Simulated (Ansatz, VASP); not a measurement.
SiC in VASP and in Ansatz

```
Si C
1.0
     3.07600    0.00000    0.00000
    -1.53800    2.66389    0.00000
     0.00000    0.00000    5.04800
Si C
2 2
Direct
  0.33333 0.66667 0.00000
  0.66667 0.33333 0.50000
  0.33333 0.66667 0.38500
  0.66667 0.33333 0.88500
```

Alike in both runs: task relaxation of the atoms; functional PBE; k mesh 16 × 16 × 9; occupations fermi-dirac, width 0.02 eV; no spin polarisation.

|  | VASP | Ansatz |
| --- | --- | --- |
| version | VASP 6.6.1 | Ansatz 0.2.0 |
| potentials or method | VASP PAW PBE potentials, release 64 (Si, C) | plane-wave PAW, scalar-relativistic |
| plane-wave cutoff (eV) | 520 | 420 |
| valence electrons in the cell | 16 | 16 |

VASP gave:

* gap on the k mesh at the Fermi level, each at its own relaxed structure (eV): 2.34

Question: What did Ansatz give for the same quantities?

Answer: gap on the k mesh at the Fermi level, each at its own relaxed structure (eV): 2.35.

Ansatz's warnings: stress scf threshold loose.
